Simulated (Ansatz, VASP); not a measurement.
**One calculation of Pb, two programs**

```
CELL_PARAMETERS angstrom
0.00000 2.47502 2.47502
2.47502 0.00000 2.47502
2.47502 2.47502 0.00000
ATOMIC_POSITIONS crystal
Pb 0.00000 0.00000 0.00000
```

Alike in both runs: task single point; functional r2SCAN; k mesh 9 × 9 × 9; occupations fermi-dirac, width 0.05 eV; no spin polarisation.

```csv
,VASP,Ansatz
version,VASP 6.6.1,Ansatz 0.2.0
potentials or method,"VASP PAW PBE potentials, release 64 (Pb_d)",Ansatz PAW
plane-wave cutoff (eV),520,500
valence electrons in the cell,14,14
```

```csv
,VASP,Ansatz,Ansatz less VASP
gap on the k mesh at the Fermi level (eV),none,none,-
pressure (GPa),1.1,1.1,+0.01
```

VASP's potentials were made for PBE, not for r2SCAN. A gap of «none» marks a metal or a gap that the smearing closes. The functional is the same, so the differences come from potentials, cutoffs and numerics.

Neither program's run includes spin-orbit coupling.
